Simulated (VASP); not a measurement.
Crystal: TiO2.

```
CELL_PARAMETERS angstrom
4.57858 0.00000 0.00000
0.00000 5.57325 0.00000
0.00000 0.00000 4.92401
ATOMIC_POSITIONS crystal
Ti 0.00000 0.17728 0.25000
Ti 0.50000 0.32272 0.75000
Ti 0.00000 0.82272 0.75000
Ti 0.50000 0.67728 0.25000
O 0.27113 0.38051 0.41901
O 0.22887 0.11949 0.91901
O 0.77113 0.11949 0.58099
O 0.72887 0.38051 0.08099
O 0.72887 0.61949 0.58099
O 0.77113 0.88051 0.08099
O 0.22887 0.88051 0.41901
O 0.27113 0.61949 0.91901
```

* Program: VASP 6.6.1
* Task: relaxation of cell and atoms
* Functional: PBEsol
* Potentials or basis: VASP PAW PBE potentials, release 64 (Ti_sv, O)
* Cutoff: 600 eV
* k mesh: 6 × 4 × 6
* Occupations: gaussian, width 0.02 eV
* Spin: no spin polarisation

At the start: pressure -6.5 GPa; volume 10.47 Å³/atom.

Question: Where does the relaxation end?

Answer: Over 12 steps the energy falls by 6.8 meV/atom and the volume is 10.15 Å³/atom (-3.1 %); space group Pbcn (No. 60, to 0.1 Å) before and after.

Step by step:
| step | energy change (eV) | largest force (eV/Å) | pressure (GPa) | volume (Å³) |
| --- | --- | --- | --- | --- |
| 1 | 0.0000 | 0.0579 | -6.47 | 125.65 |
| 2 | 0.0373 | 0.2701 | 8.94 | 118.12 |
| 3 | -0.0724 | 0.1283 | -0.01 | 122.20 |
| 4 | -0.0787 | 0.0618 | -0.03 | 122.02 |
| 5 | -0.0806 | 0.0344 | 0.02 | 121.85 |
| 6 | -0.0810 | 0.0089 | -0.03 | 121.86 |
| 7 | -0.0810 | 0.0097 | -0.04 | 121.86 |
| 8 | -0.0810 | 0.0099 | -0.05 | 121.86 |
| 9 | -0.0810 | 0.0093 | -0.05 | 121.86 |
| 10 | -0.0810 | 0.0076 | 0.05 | 121.81 |
| 11 | -0.0810 | 0.0071 | 0.07 | 121.80 |
| 12 | -0.0810 | 0.0042 | 0.04 | 121.81 |

Final structure:
```
Ti O
1.0
     4.54082    0.00000    0.00000
     0.00000    5.49439    0.00000
     0.00000    0.00000    4.88251
Ti O
4 8
Direct
  0.00000 0.17482 0.25000
  0.50000 0.32518 0.75000
  0.00000 0.82518 0.75000
  0.50000 0.67482 0.25000
  0.27166 0.38204 0.41877
  0.22834 0.11796 0.91877
  0.77166 0.11796 0.58123
  0.72834 0.38204 0.08123
  0.72834 0.61796 0.58123
  0.77166 0.88204 0.08123
  0.22834 0.88204 0.41877
  0.27166 0.61796 0.91877
```

Caveat: the PAW data sets were made with another functional, which shifts forces and pressure a little.
